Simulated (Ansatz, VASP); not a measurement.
**One calculation of Na, two programs**

```
Na
1.0
     5.86513    0.00000    0.00000
    -2.93257    5.07935    0.00000
     0.00000    0.00000    3.42126
Na
2
Direct
  0.33333 0.66667 0.50000
  0.66667 0.33333 0.50000
```

Alike in both runs: functional PBE; k mesh 12 × 12 × 16; occupations gaussian, width 0.1 eV; no spin polarisation.

Ansatz relaxed the structure, and its values are those at the end. VASP's run is a single point on that final structure, the one shown.

|  | VASP | Ansatz |
| --- | --- | --- |
| version | VASP 6.6.1 | Ansatz 0.2.0 |
| potentials or method | VASP PAW PBE potentials, release 64 (Na_pv), cutoff 520 eV | scalar-relativistic, plane waves, PAW |
| valence electrons in the cell | 14 | 18 |

|  | VASP | Ansatz | Ansatz less VASP |
| --- | --- | --- | --- |
| gap on the k mesh at the Fermi level (eV) | none | none | - |
| pressure (GPa) | 0.0 | 0.0 | +0.03 |

A gap of «none» marks a metal or a gap that the smearing closes. The functional is the same, so the differences come from potentials, cutoffs and numerics. VASP's potentials hold 14 valence electrons a cell and Ansatz's 18, so a difference there can come from the potentials and not from the codes.
